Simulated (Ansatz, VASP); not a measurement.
KAs2 in VASP and in Ansatz

Contents of INCAR:

```
SYSTEM = KAs2
PREC = Accurate
ENCUT = 600
EDIFF = 1E-6
ISMEAR = 0
SIGMA = 0.1
LREAL = .False.
LASPH = .True.
NELM = 60
ALGO = Normal
ISIF = 3
LWAVE = .False.
LCHARG = .False.
GGA = PE
IBRION = 2
NSW = 90
EDIFFG = -0.04
```

File KPOINTS:

```
Automatic mesh
0
Gamma
  4 4 4
  0 0 0
```

Contents of POSCAR:

```
KAs2
1.0
    5.3558049600      0.0000000000      0.0000000000
    0.0000000000      6.5367186216      0.0000000000
    0.0000000000      0.0000000000      4.0806592081
K As
2 4
Direct
    0.0000000000      0.0000000000      0.0000000000
    0.5000000000      0.5000000000      0.5000000000
    0.2004000000      0.3787000000      0.0000000000
    0.7996000000      0.6213000000      0.0000000000
    0.7004000000      0.1213000000      0.5000000000
    0.2996000000      0.8787000000      0.5000000000
```

Input for Ansatz:

```yaml
crystal:
  lattice:
    - [5.35580496, 0.0, 0.0]
    - [0.0, 6.5367186216, 0.0]
    - [0.0, 0.0, 4.0806592081]
  atoms:
    - { symbol: K, position: [0.0, 0.0, 0.0] }
    - { symbol: K, position: [0.5, 0.5, 0.5] }
    - { symbol: As, position: [0.2004, 0.3787, 0.0] }
    - { symbol: As, position: [0.7996, 0.6213, 0.0] }
    - { symbol: As, position: [0.7004, 0.1213, 0.5] }
    - { symbol: As, position: [0.2996, 0.8787, 0.5] }
basis:
  ecutwfc: 420
kpoints:
  mp_grid: { grid: [4, 4, 4] }
hamiltonian:
  xc: pbe
scf:
  occupations: { method: gaussian, width: 0.1 }
  lower_state_search: "off"
output:
  forces: true
  stress: true
  eigenvalues: true
relax:
  adjacent_minimum: "off"
  f_tol: 0.04
  max_steps: 70
  cell: { stress_tol: 0.4 }
```

Alike in both runs: task relaxation of cell and atoms; functional PBE; k mesh 4 × 4 × 4; occupations gaussian, width 0.1 eV; no spin polarisation.

|  | VASP | Ansatz |
| --- | --- | --- |
| version | VASP 6.6.1 | Ansatz 0.2.0 |
| potentials or method | VASP PAW PBE potentials, release 64 (K_sv, As), cutoff 600 eV | scalar-relativistic, plane waves, PAW |
| valence electrons in the cell | 38 | 78 |

Ansatz gave:

```
gap on the k mesh at the Fermi level, each at its own relaxed structure (eV) : none
relaxed volume (Å³/atom)                                                     : 32.56
relaxed cell length with the largest relative difference (Å)                 : 5.038
```

Question: Which values does VASP return?

Answer: gap on the k mesh at the Fermi level, each at its own relaxed structure (eV): none; relaxed volume (Å³/atom): 31.63; relaxed cell length with the largest relative difference (Å): 6.430.

A gap of «none» marks a metal or a gap that the smearing closes. One of these differences is far larger than is usual between the two programs; its cause wasn't traced. VASP's potentials hold 38 valence electrons a cell and Ansatz's 78, so a difference there can come from the potentials and not from the codes.

The k mesh is coarse, so the values compare programs but aren't converged. Noted on VASP's run: the volume moved by over 15 % at a fixed basis, so the end points are rough.
